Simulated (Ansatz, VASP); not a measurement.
**Two plane-wave programs on MgW**

```xyz
4
Lattice="4.7438 0.0000 0.0145 0.0000 3.3664 0.0000 -0.0130 0.0000 4.2846" Properties=species:S:1:pos:R:3 pbc="T T T"
Mg    2.3621    0.8416    3.2207
Mg    2.3687    2.5248    1.0784
W    -0.0098    2.5248    3.2135
W    -0.0033    0.8416    1.0712
```

Alike in both runs: functional PBE; k mesh 10 × 14 × 10; occupations gaussian, width 0.1 eV; no spin polarisation.

Ansatz relaxed the structure, and its values are those at the end. VASP's run is a single point on that final structure, the one shown.

```csv
,VASP,Ansatz
version,VASP 6.6.1,Ansatz 0.2.0
potentials or method,"VASP PAW PBE potentials, release 64 (Mg, W_sv), cutoff 520 eV","scalar-relativistic, plane waves, PAW"
valence electrons in the cell,32,48
```

```csv
,VASP,Ansatz,Ansatz less VASP
gap on the k mesh at the Fermi level (eV),none,none,-
pressure (GPa),0.0,0.0,-0.05
```

A gap of «none» marks a metal or a gap that the smearing closes. The functional is the same, so the differences come from potentials, cutoffs and numerics. VASP's potentials hold 32 valence electrons a cell and Ansatz's 48, so a difference there can come from the potentials and not from the codes.

Spin-orbit coupling is off throughout.
